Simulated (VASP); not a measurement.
# Os (P6_3/mmc) in VASP: further runs, part 2 of 2

VASP 6.6.1. Earlier steps stand in the parts before.

## (3) Relaxation of cell and atoms, PBEsol, target pressure 20 GPa, at which the enthalpy is minimised

INCAR

```
SYSTEM = Os
PREC = Accurate ; ENCUT = 600
EDIFF = 1E-6 ; ISMEAR = -1
SIGMA = 0.05 ; LREAL = .FALSE.
LASPH = .TRUE. ; NELM = 60
ALGO = Normal ; ISIF = 3
LWAVE = .FALSE. ; LCHARG = .FALSE.
GGA = PS ; IBRION = 2
NSW = 60 ; EDIFFG = -0.01
PSTRESS = 200.0
```

KPOINTS

```
regular mesh
0
G
  11 11 6
  0 0 0
```

POSCAR

```
Os
1.0
    2.7341000000      0.0000000000      0.0000000000
   -1.3670500000      2.3678000565      0.0000000000
    0.0000000000      0.0000000000      4.3197000000
Os
2
Direct
    0.6666666667      0.3333333333      0.7500000000
    0.3333333333      0.6666666667      0.2500000000
```

Potentials or basis: VASP PAW PBE potentials, release 64 (Os).

The run is started by

```sh
$ cat potpaw_PBE.64/Os/POTCAR > POTCAR
$ mpirun -np 1 vasp_std > vasp.out
```

OUTCAR:

```text
SYSTEM = Os
   PREC = Accurate
   ENCUT = 600
   EDIFF = 1E-6
   ISMEAR = -1
   LREAL = .FALSE.
   LASPH = .TRUE.
   NELM = 60
   ISIF = 3
   GGA = PS
   IBRION = 2
   NSW = 60
   EDIFFG = -0.01
   PSTRESS = 200.0

 ion  position               nearest neighbor table
   1  0.667  0.333  0.750-   2 2.68   2 2.68   2 2.68   2 2.68   2 2.68   2 2.68
   2  0.333  0.667  0.250-   1 2.68   1 2.68   1 2.68   1 2.68   1 2.68   1 2.68

  LATTYP: Found a hexagonal cell.
 ALAT       =     2.7341000000
 C/A-ratio  =     1.5799348963

  Lattice vectors:

 A1 = (   2.7341000000,   0.0000000000,   0.0000000000)
 A2 = (  -1.3670500000,   2.3678000565,   0.0000000000)
 A3 = (   0.0000000000,   0.0000000000,   4.3197000000)

Analysis of symmetry for initial positions (statically):
[... 655 lines left out ...]
  enthalpy is  TOTEN    =       -21.0735601418 eV   P V=        3.3534156546

[... ionic steps 4 to 7 ...]

--------------------------------------- Ionic step        8  -------------------------------------------

 number of electron      16.0000000 magnetization

------------------------ aborting loop because EDIFF is reached ----------------------------------------
[... 71 lines left out ...]
--------------------------------------- Ionic step       10  -------------------------------------------

 number of electron      16.0000000 magnetization

 Free energy of the ion-electron system (eV)
  ---------------------------------------------------
  ext. energy  EPLUGINS =         0.00000000
  ---------------------------------------------------
  free energy    TOTEN  =       -24.40974337 eV

  energy without entropy =      -24.39748090  energy(sigma->0) =      -24.40361214

 E-fermi :   9.9799     XC(G=0): -14.4179

 val. band max:        9.9648699993   @ k =   0.3636  -0.0000   0.3333
 cond. band min:      10.0073482893   @ k =   0.0000   0.0000   0.0000
 fundamental gap:      0.0424782900
 Fermi energy:         9.9798501953

 k-point     1 :       0.0000    0.0000    0.0000
  band No.  band energies     occupation
      1      -1.3964      2.00000
      2       1.7440      2.00000
      3       6.7433      2.00000
      4       6.7433      2.00000
      5       6.9894      2.00000
      6       7.6513      2.00000
      7       7.6513      2.00000
      8       8.3748      2.00000
      9       8.3748      2.00000
     10      10.0073      0.73175
     11      11.8443      0.00000
     12      11.8443      0.00000
[... 378 lines left out ...]
  energy  without entropy=      -24.3974809030  energy(sigma->0) =      -24.40361214

  enthalpy is  TOTEN    =       -21.0751022128 eV   P V=        3.3346411607

 reached required accuracy - stopping structural energy minimisation
```

OSZICAR:

```text
N       E                     dE             d eps       ncg     rms          rms(c)
DAV:   1     0.116689591720E+03    0.11669E+03   -0.83472E+03  1536   0.144E+03
DAV:   2    -0.173931430560E+02   -0.13408E+03   -0.12139E+03  1576   0.418E+02
[... 73 lines left out ...]
   9 F= -.21074969E+02 E0= -.21068807E+02  d E =0.100558E-03
       N       E                     dE             d eps       ncg     rms          rms(c)
DAV:   1    -0.244099158298E+02   -0.43638E-02   -0.88241E-03  1560   0.827E-01    0.138E-01
DAV:   2    -0.244097812260E+02    0.13460E-03   -0.13409E-04  1764   0.148E-01    0.670E-02
DAV:   3    -0.244097432731E+02    0.37953E-04   -0.11705E-04  1788   0.104E-01    0.139E-02
DAV:   4    -0.244097433735E+02   -0.10044E-06   -0.38783E-06  1532   0.225E-02
  10 F= -.21075102E+02 E0= -.21068971E+02  d E =-.324203E-04
```

CONTCAR:

```text
Os
   1.00000000000000
     2.6908667331780523    0.0000000000000000    0.0000000000000000
    -1.3454333665890261    2.3303589491444181   -0.0000000000000000
     0.0000000000000000    0.0000000000000000    4.2600498621211926
  Os
     2
Direct
     0.6666666667000030    0.3333333332999970    0.7500000000000000
     0.3333333332999970    0.6666666667000030    0.2500000000000000

  0.00000000E+00  0.00000000E+00  0.00000000E+00
  0.00000000E+00  0.00000000E+00  0.00000000E+00
```

Wall time 2.6 min (1 thread of Intel Xeon 8259CL, shared host); peak memory 0.18 GiB.

Results:

```
Free energy                                                : -24.4097 eV
Relaxed volume                                             : 13.36 Å³/atom
Relaxed cell                                               : a = 2.691 Å, b = 2.691 Å, c = 4.260 Å, α = 90.00°, β = 90.00°, γ = 120.00°
Space group after relaxing (to 0.1 Å)                      : P6_3/mmc (No. 194)
Energy change on relaxing (the run minimises the enthalpy) : +33.0 meV/atom
Ionic steps                                                : 10
Pressure after relaxing                                    : 20.0 GPa
Band gap on the k mesh                                     : zero (bands 8 and 9 overlap by 4.19 eV)
```

The path:
```csv
step,energy change (eV),largest force (eV/Å),pressure (GPa),volume (Å³)
1,0.0000,0.0000,-2.10,27.96
2,4.1940,0.0000,253.18,20.86
3,0.0488,0.0000,17.06,26.86
4,0.0605,0.0000,19.12,26.76
5,0.0658,0.0000,19.99,26.72
6,0.0689,0.0000,20.49,26.69
7,0.0535,0.0000,17.76,26.82
8,0.0641,0.0000,19.70,26.73
9,0.0702,0.0000,20.66,26.68
10,0.0660,0.0000,19.98,26.71
```

Final structure:
```yaml
crystal:
  lattice:
    - [2.69087, 0.00000, 0.00000]
    - [-1.34543, 2.33036, 0.00000]
    - [0.00000, 0.00000, 4.26005]
  atoms:
    - { symbol: Os, position: [0.66667, 0.33333, 0.75000] }
    - { symbol: Os, position: [0.33333, 0.66667, 0.25000] }
```

Caveat: the cell is relaxed towards a set pressure, so the run minimises the enthalpy, not the energy; the PAW data sets were made with another functional, which shifts forces and pressure a little; spin-orbit coupling is left out, which moves the levels of the heavy elements.

## (4) Relaxation of cell and atoms, PBEsol, target pressure 30 GPa, at which the enthalpy is minimised

INCAR

```
ALGO = Normal ; EDIFF = 1E-6
EDIFFG = -0.01 ; ENCUT = 600
GGA = PS ; IBRION = 2
ISIF = 3 ; ISMEAR = -1
LASPH = T ; LCHARG = F
LREAL = F ; LWAVE = F
NELM = 60 ; NSW = 60
PREC = Accurate ; PSTRESS = 300.0
SIGMA = 0.05
```

KPOINTS

```
k-points
0
Gamma
  11 11 6
```

POSCAR is that of step 3.

The run is started by

```sh
$ cat potpaw_PBE.64/Os/POTCAR > POTCAR
$ mpirun -np 1 vasp_std > vasp.out
```

Run time: 2.8 min. Hardware: 1 thread of Intel Xeon 8259CL, shared host; peak memory 0.18 GiB.

The run converged. Its results:

```yaml
Free_energy: -24.3361 eV
Relaxed_volume: 13.12 Å³/atom
Relaxed_cell: a = 2.674 Å, b = 2.674 Å, c = 4.237 Å, α = 90.00°, β = 90.00°, γ = 120.00°
Space_group_after_relaxing_to_0.1_Å: P6_3/mmc (No. 194)
Energy_change_on_relaxing_the_run_minimises_the_enthalpy: +69.8 meV/atom
Ionic_steps: 10
Pressure_after_relaxing: 30.0 GPa
Band_gap_on_the_k_mesh: zero (bands 8 and 9 overlap by 4.31 eV)
```

The path:
```tsv
step	energy change (eV)	largest force (eV/Å)	pressure (GPa)	volume (Å³)
1	0.0000	0.0000	-2.10	27.96
2	10.6529	0.0000	521.53	18.09
3	0.0882	0.0000	23.38	26.55
4	0.1175	0.0000	27.31	26.37
5	0.1395	0.0000	30.03	26.24
6	0.1333	0.0000	29.28	26.28
7	0.1357	0.0000	29.41	26.26
8	0.1339	0.0000	29.32	26.27
9	0.1643	0.0000	32.84	26.11
10	0.1397	0.0000	30.03	26.24
```

Final structure:
```
Os
1.0
     2.67416    0.00000    0.00000
    -1.33708    2.31589    0.00000
     0.00000    0.00000    4.23696
Os
2
Cartesian
  1.3371 0.7720 3.1777
  0.0000 1.5439 1.0592
```

Levels at points of the mesh, in eV from the Fermi level:
```csv
k point,band 5,band 6,band 7,band 8,band 9,band 10,band 11,band 12
"(0.00, 0.00, 0.00)",-3.08,-2.39,-2.39,-1.64,-1.64,0.03,1.91,1.91
"(0.00, 0.00, 0.50)",-3.52,-3.52,-3.52,-3.52,1.06,1.06,1.06,1.06
```

Caveat: the cell is relaxed towards a set pressure, so the run minimises the enthalpy, not the energy; the PAW data sets were made with another functional, which shifts forces and pressure a little; spin-orbit coupling is left out, which moves the levels of the heavy elements.

## (5) The runs side by side

```csv
cell,gap on the mesh (eV),pressure (GPa)
relaxed to 10 GPa,none,10.0
relaxed to 20 GPa,none,20.0
relaxed to 30 GPa,none,30.0
```

Alike in all rows: task relaxation of cell and atoms; level PBEsol; potentials or basis VASP PAW PBE potentials, release 64 (Os); no spin polarisation; k mesh 11 × 11 × 6; cutoff (eV) 600; smearing fermi-dirac 0.05 eV.

Caveats: the cell is relaxed towards a set pressure, so the run minimises the enthalpy, not the energy; the PAW data sets were made with another functional, which shifts forces and pressure a little; spin-orbit coupling is left out, which moves the levels of the heavy elements.

Absolute energies hang on the potentials; compare differences alone.
